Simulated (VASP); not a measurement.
# NaF (Villiaumite) in VASP: notebook

NaF (Villiaumite) is run at these levels: PBE; tasks: single point.

All numbers are computed with VASP 6.6.1; they aren't measurements. Logs are shortened: lines on timing, memory, paths and dates and some standing lists are left out, and cuts for length are marked.

## Step 1: The cell of the first run

It takes space group Fm-3m (No. 225, cubic). The conventional cell has a = 4.640 Å, b = 4.640 Å, c = 4.640 Å, α = 90.00°, β = 90.00°, γ = 90.00°. Within 3.1 Å of Na (site symmetry m-3m) lie 6 F at 2.32 Å. Within 3.1 Å of F (site symmetry m-3m) lie 6 Na at 2.32 Å.

## Step 2: Single point, PBE

The input, INCAR:

```
ALGO     = Normal         # electronic algorithm
EDIFF    = 1E-6           # SCF threshold, eV
ENCUT    = 520            # plane-wave cutoff, eV
GGA      = PE             # functional
ISIF     = 2              # what is computed and relaxed
ISMEAR   = 0              # smearing method
LASPH    = True           # aspherical terms in the spheres
LCHARG   = False          # write CHGCAR
LREAL    = False          # projectors in reciprocal space
LWAVE    = False          # write WAVECAR
NBANDS   = 14             # bands
NELM     = 80             # most SCF steps
PREC     = Accurate       # precision mode
SIGMA    = 0.01           # smearing width, eV
```

The input, KPOINTS:

```
k-points
0
Gamma
  8 8 8
```

The input, POSCAR:

```
NaF
1.0
    0.0000000000      2.3200000000      2.3200000000
    2.3200000000      0.0000000000      2.3200000000
    2.3200000000      2.3200000000      0.0000000000
Na F
1 1
Direct
    0.0000000000      0.0000000000      0.0000000000
    0.5000000000      0.5000000000      0.5000000000
```

Potentials or basis: VASP PAW PBE potentials, release 64 (Na_pv, F).

On the command line:

```console
> cat potpaw_PBE.64/Na_pv/POTCAR potpaw_PBE.64/F/POTCAR > POTCAR
> mpirun -np 1 vasp_std > vasp.out
```

OUTCAR:

```text
EDIFF = 1E-6
   ENCUT = 520
   GGA = PE
   ISIF = 2
   ISMEAR = 0
   LASPH = True
   LREAL = False
   NELM = 80
   PREC = Accurate

 ion  position               nearest neighbor table
   1  0.000  0.000  0.000-   2 2.32   2 2.32   2 2.32   2 2.32   2 2.32   2 2.32
   2  0.500  0.500  0.500-   1 2.32   1 2.32   1 2.32   1 2.32   1 2.32   1 2.32

  LATTYP: Found a face centered cubic cell.
 ALAT       =     4.6400000000

  Lattice vectors:

 A1 = (   0.0000000000,   2.3200000000,   2.3200000000)
 A2 = (   2.3200000000,   0.0000000000,   2.3200000000)
 A3 = (   2.3200000000,   2.3200000000,   0.0000000000)

Analysis of symmetry for initial positions (statically):
=====================================================================
 Subroutine PRICEL returns:
 Original cell was already a primitive cell.

 Routine SETGRP: Setting up the symmetry group for a
 face centered cubic supercell.

 Subroutine GETGRP returns: Found 48 space group operations
 (whereof 48 operations were pure point group operations)
 out of a pool of 48 trial point group operations.

The static configuration has the point symmetry O_h .

Analysis of symmetry for dynamics (positions and initial velocities):
=====================================================================
 Subroutine PRICEL returns:
 Original cell was already a primitive cell.

 Routine SETGRP: Setting up the symmetry group for a
 face centered cubic supercell.

 Subroutine GETGRP returns: Found 48 space group operations
 (whereof 48 operations were pure point group operations)
 out of a pool of 48 trial point group operations.

The dynamic configuration has the point symmetry O_h .

 Subroutine INISYM returns: Found 48 space group operations
 (whereof 48 operations are pure point group operations),
 and found     1 'primitive' translations

----------------------------------------------------------------------------------------

                                     Primitive cell

  volume of cell :      24.9743

  direct lattice vectors                    reciprocal lattice vectors
     0.000000000  2.320000000  2.320000000    -0.215517241  0.215517241  0.215517241
     2.320000000  0.000000000  2.320000000     0.215517241 -0.215517241  0.215517241
     2.320000000  2.320000000  0.000000000     0.215517241  0.215517241 -0.215517241

  length of vectors
     3.280975465  3.280975465  3.280975465     0.373286812  0.373286812  0.373286812

  position of ions in fractional coordinates (direct lattice)
     0.000000000  0.000000000  0.000000000
     0.500000000  0.500000000  0.500000000

  ion indices of the primitive-cell ions
   primitive index   ion index
                 1           1
                 2           2

----------------------------------------------------------------------------------------

 KPOINTS: k-points

Automatic generation of k-mesh.
 Grid dimensions read from file:
 generate k-points for:    8    8    8

 Generating k-lattice:

  Cartesian coordinates                     Fractional coordinates (reciprocal lattice)
    -0.026939655  0.026939655  0.026939655     0.125000000  0.000000000  0.000000000
     0.026939655 -0.026939655  0.026939655     0.000000000  0.125000000  0.000000000
     0.026939655  0.026939655 -0.026939655     0.000000000  0.000000000  0.125000000

  Length of vectors
     0.046660851  0.046660851  0.046660851

  Shift w.r.t. Gamma in fractional coordinates (k-lattice)
     0.000000000  0.000000000  0.000000000

 Subroutine IBZKPT returns following result:
 ===========================================

 Found     29 irreducible k-points:

 Following reciprocal coordinates:
            Coordinates               Weight
  0.000000  0.000000  0.000000      1.000000
  0.125000  0.000000  0.000000      8.000000
  0.250000  0.000000  0.000000      8.000000
  0.375000  0.000000  0.000000      8.000000
  0.500000  0.000000  0.000000      4.000000
  0.125000  0.125000  0.000000      6.000000
[... 16 lines left out ...]
  0.500000  0.250000  0.125000     48.000000
 -0.375000  0.250000  0.125000     24.000000
 [... further k-points ...]
   k-points           NKPTS =     29   k-points in BZ     NKDIM =     29   number of bands    NBANDS=     14
   number of dos      NEDOS =    301   number of ions     NIONS =      2
   total plane-waves  NPLWV =  13824
   dimension x,y,z NGX =    24 NGY =   24 NGZ =   24
   dimension x,y,z NGXF=    48 NGYF=   48 NGZF=   48
   ions per type =               1   1
   NGX,Y,Z   is equivalent  to a cutoff of  12.16, 12.16, 12.16 a.u.
   NGXF,Y,Z  is equivalent  to a cutoff of  24.32, 24.32, 24.32 a.u.
 SYSTEM =  unknown system
   PREC   = accura    normal or accurate (medium, high low for compatibility)
   ISTART =      0    job   : 0-new  1-cont  2-samecut
   ICHARG =      2    charge: 1-file 2-atom 10-const
   ISPIN  =      1    spin polarized calculation?
   LNONCOLLINEAR =      F non collinear calculations
   LSORBIT =      F    spin-orbit coupling
   LASPH  =      T    aspherical Exc in radial PAW
   ENCUT  =  520.0 eV  38.22 Ry    6.18 a.u.   6.10  6.10  6.10*2*pi/ulx,y,z
   NELM   =     80;   NELMIN=  2; NELMDL= -5     # of ELM steps
   EDIFF  = 0.1E-05   stopping-criterion for ELM
   LREAL  =      F    real-space projection
   EDIFFG = 0.1E-04   stopping-criterion for IOM
   NSW    =      0    number of steps for IOM
   IBRION =     -1    ionic relax: 0-MD 1-quasi-New 2-CG
   NFREE  =      0    steps in history (QN), initial steepest desc. (CG)
   ISIF   =      2    stress and relaxation
   ISYM   =      2    0-nonsym 1-usesym 2-fastsym
   POTIM  = 0.5000    time-step for ionic-motion
   TEBEG  =    0.0;   TEEND  =   0.0 temperature during run
   PSTRESS=    0.0 pullay stress
   NELECT =      14.0000    total number of electrons
   NUPDOWN=      -1.0000    fix difference up-down
   EMIN   =  10.00;   EMAX   =-10.00  energy-range for DOS
   EFERMI =   0.00;   METHOD = LEGACY
   ISMEAR =     0;   SIGMA  =   0.01  broadening in eV -4-tet -1-fermi 0-gaus
   EFERMI_NEDOS =   21; number of points for ismear=-14 and -15
   IALGO  =     38    algorithm
   IMIX   =      4    mixing-type and parameters
     AMIX     =   0.40;   BMIX     =  1.00
     AMIX_MAG =   1.60;   BMIX_MAG =  1.00
  volume/ion in A,a.u.               =      12.49        84.27
  Fermi-wavevector in a.u.,A,eV,Ry     =   1.349852  2.550851 24.791186  1.822101
  Thomas-Fermi vector in A             =   2.477405
   LORBIT       =      0    0 simple, 1 ext, 2 COOP (PROOUT), +10 PAW based schemes
   GGA     = PE    functional components
   LHFCALC =     F    Hartree Fock is set to
   AEXX    =    0.0000 exact exchange contribution
   IVDW    =     0    specifies the selected vdW correction
   LEPSILON=     F    determine dielectric tensor
   LRPA    =     F    only Hartree local field effects (RPA)
 non-spin polarized calculation
 Gauss-broadening in eV      SIGMA  =   0.01
  energy-cutoff  :      520.00
  volume of cell :       24.97
 maximum number of plane-waves:       692
   NGX = 13   NGY = 13   NGZ = 13

 number of electron      13.9999982 magnetization

 Free energy of the ion-electron system (eV)
  ---------------------------------------------------
  ext. energy  EPLUGINS =         0.00000000
  ---------------------------------------------------
  free energy    TOTEN  =        -8.56284712 eV

  energy without entropy =       -8.56284712  energy(sigma->0) =       -8.56284712

 E-fermi :  -2.0372     XC(G=0):  -9.1368

 val. band max:       -2.1011775661   @ k =   0.0000   0.0000   0.0000
 cond. band min:       4.1769792097   @ k =   0.0000   0.0000   0.0000
 fundamental gap:      6.2781567758
 Fermi energy:        -2.0372338763

 k-point     1 :       0.0000    0.0000    0.0000
  band No.  band energies     occupation
      1     -21.2674      2.00000
      2     -21.0595      2.00000
      3     -21.0595      2.00000
      4     -21.0595      2.00000
      5      -2.1012      2.00000
      6      -2.1012      2.00000
      7      -2.1012      2.00000
      8       4.1770      0.00000
      9      16.8472      0.00000
     10      16.8472      0.00000
     11      16.8472      0.00000
     12      19.7009      0.00000
     13      21.8741      0.00000
     14      21.8741      0.00000

 k-point     2 :       0.1250    0.0000    0.0000
  band No.  band energies     occupation
      1     -21.4752      2.00000
      2     -21.0613      2.00000
      3     -21.0613      2.00000
      4     -20.8325      2.00000
      5      -2.3950      2.00000
      6      -2.1389      2.00000
      7      -2.1389      2.00000
      8       4.7218      0.00000
      9      15.1167      0.00000
     10      17.0837      0.00000
     11      17.0838      0.00000
     12      21.2938      0.00000
     13      21.2938      0.00000
     14      21.5774      0.00000

 k-point     3 :       0.2500    0.0000    0.0000
  band No.  band energies     occupation
      1     -21.7023      2.00000
      2     -21.0655      2.00000
      3     -21.0655      2.00000
      4     -20.5564      2.00000
      5      -2.9927      2.00000
      6      -2.2289      2.00000
      7      -2.2289      2.00000
      8       6.0384      0.00000
      9      13.0259      0.00000
     10      17.6033      0.00000
     11      17.6033      0.00000
     12      20.6291      0.00000
     13      20.6291      0.00000
     14      22.1948      0.00000
[... 324 lines left out ...]
 k-point    23 :       0.5000    0.2500    0.1250
  band No.  band energies     occupation
      1     -21.7265      2.00000
      2     -21.1100      2.00000
      3     -21.0830      2.00000
      4     -20.4547      2.00000
      5      -3.3301      2.00000
      6      -2.5979      2.00000
      7      -2.3975      2.00000
      8       8.5299      0.00000
      9      11.4646      0.00000
     10      15.2694      0.00000
     11      17.1286      0.00000
     12      19.4309      0.00000
     13      21.4800      0.00000
     14      25.5696      0.00000

 k-point    24 :      -0.3750    0.2500    0.1250
  band No.  band energies     occupation
      1     -21.7418      2.00000
      2     -21.1131      2.00000
      3     -21.0900      2.00000
      4     -20.4237      2.00000
      5      -3.4016      2.00000
      6      -2.6745      2.00000
      7      -2.4356      2.00000
      8       9.6600      0.00000
      9      10.5831      0.00000
     10      14.9791      0.00000
     11      16.8247      0.00000
     12      20.0146      0.00000
     13      21.0746      0.00000
     14      25.8272      0.00000

 [... further k-points ...]
[... 5 lines left out ...]
  --------------------------------------------------------------------------------------
  -------------------------------------------------------------------------------------
  Total        0.2793862      0.2793862      0.2793862      0.0000000      0.0000000     -0.0000000
  in kB       17.9234488     17.9234488     17.9234488      0.0000000      0.0000000     -0.0000000
  external PRESSURE =      17.9234488 kB  Pullay stress =       0.0000000 kB

 VOLUME and BASIS-vectors are now :
 -----------------------------------------------------------------------------
  energy-cutoff  :      520.00
  volume of cell :       24.97
      direct lattice vectors                 reciprocal lattice vectors
     0.000000000  2.320000000  2.320000000    -0.215517241  0.215517241  0.215517241
     2.320000000  0.000000000  2.320000000     0.215517241 -0.215517241  0.215517241
     2.320000000  2.320000000  0.000000000     0.215517241  0.215517241 -0.215517241

 POSITION                                       TOTAL-FORCE (eV/Angst)
 -----------------------------------------------------------------------------------
      0.00000      0.00000      0.00000        -0.000000      0.000000      0.000000
      2.32000      2.32000      2.32000         0.000000     -0.000000     -0.000000
 -----------------------------------------------------------------------------------
    total drift:                                0.000000     -0.000000      0.000000

  FREE ENERGIE OF THE ION-ELECTRON SYSTEM (eV)
  ---------------------------------------------------
  free  energy   TOTEN  =        -8.5628471239 eV

  energy  without entropy=       -8.5628471239  energy(sigma->0) =       -8.56284712
```

It took 3.8 s on 1 thread of Intel Xeon 6975P-C, shared host; peak memory 0.13 GiB.

What came out:

```
Free energy            : -8.5628 eV
Pressure               : 1.8 GPa
Band gap on the k mesh : 6.28 eV, direct
```

A hybrid or GW would open this gap; PBE tends to underestimate it.

(Part 1 of 2 ends here.)
